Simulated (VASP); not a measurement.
## P: single point with PBEsol

Crystal: P.

```
P
1.0
     0.00000    1.61070    1.61070
     1.61070    0.00000    1.61070
     1.61070    1.61070    0.00000
P
1
Direct
  0.00000 0.00000 0.00000
```

This cell differs from its parent crystal: volume scaled by 0.6.

```yaml
Program: VASP 6.6.1
Task: single point
Functional: PBEsol
Potentials_or_basis: VASP PAW PBE potentials, release 64 (P)
Cutoff: 520 eV
k_mesh: 17 × 17 × 17
Occupations: fermi-dirac, width 0.1 eV
Spin: no spin polarisation
```

```
Pressure : 142.5 GPa
```

Levels at points of the mesh, in eV from the Fermi level:
```csv
k point,band 1,band 2,band 3,band 4,band 5,band 6
"(0.00, 0.00, 0.00)",-23.57,12.71,12.71,12.71,13.52,13.52
```

Run time: 13 s on 1 thread of AMD EPYC 7R13, with other jobs on the host, peak memory 0.09 GiB.

Caveat: the PAW data sets were made with another functional, which shifts forces and pressure a little.
